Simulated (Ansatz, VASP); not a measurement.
Two plane-wave programs on MoS2

```
Mo S
1.0
     3.24383    0.00000    0.00000
    -1.62192    2.80924    0.00000
     0.00000    0.00000   12.45348
Mo S
2 4
Direct
  0.33333 0.66667 0.25000
  0.66667 0.33333 0.75000
  0.33333 0.66667 0.62049
  0.66667 0.33333 0.12049
  0.33333 0.66667 0.87951
  0.66667 0.33333 0.37951
```

Change from the starting cell: strain +0.030 along x and y, +0.030 along z, atoms carried along.

Alike in both runs: task single point; functional PBE; dispersion D3(BJ); k mesh 12 × 12 × 4; occupations gaussian, width 0.05 eV; no spin polarisation.

```csv
,VASP,Ansatz
version,VASP 6.6.1,Ansatz 0.2.0
potentials or method,"VASP PAW PBE potentials, release 64 (Mo_sv, S), cutoff 520 eV","scalar-relativistic, plane waves, PAW"
valence electrons in the cell,52,52
```

```tsv
	VASP	Ansatz	Ansatz less VASP
gap on the k mesh at the Fermi level (eV)	0.87	0.86	-0.013
least direct gap on the mesh (eV)	1.51	1.51	-0.003
pressure (GPa)	-11.4	-11.4	+0.10
traceless stress, the component that is largest in VASP (GPa)	-0.98	-0.96	+0.027
rms of the force components (eV/Å)	0.595	0.591	-0.0036
```

Atom by atom the forces differ by 0.004 eV/Å (rms over components).
